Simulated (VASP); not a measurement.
Runs of VASP 6.6.1 on W4N. The structure is that of space group Pm-3m (No. 221), or close to it. The cells are those of the table. The cell was generated, and may not be a known phase.

```tsv
task	spin	cell	k mesh	cutoff (eV)	gap on the mesh (eV)	pressure (GPa)	relaxed volume (Å³/atom)
relaxation of cell and atoms	off	relaxed from a = 4.271 Å, 5 atoms	4 × 4 × 4	600	none	0.0	(a)
single point	off	a = 4.134 Å, 5 atoms	10 × 10 × 10	520	none	0.9	-
single point	off	a = 4.135 Å, 5 atoms	4 × 4 × 4	520	none	0.6	-
single point	off	a = 4.271 Å, 5 atoms	4 × 4 × 4	520	none	-24.4	-
relaxation of cell and atoms	off	relaxed from a = 4.135 Å, 5 atoms	10 × 10 × 10	600	none	0.0	14.17
single point	collinear, zero start	a = 4.271 Å, 5 atoms	4 × 4 × 4	520	none	-24.4	-
```

Alike in all rows: level PBE; potentials or basis VASP PAW PBE potentials, release 64 (W_sv, N); smearing gaussian 0.1 eV.

Estimate the missing entries.

(a) 14.16.

Caveats: some runs use coarse meshes; spin-orbit coupling is left out, which moves the levels of the heavy elements; no moment was typed at the start, so none could form (at least some runs).

A k mesh can miss the band edges, and the runs leave out spin-orbit coupling on W.

A gap of «none» marks levels without a gap at the run's occupations.
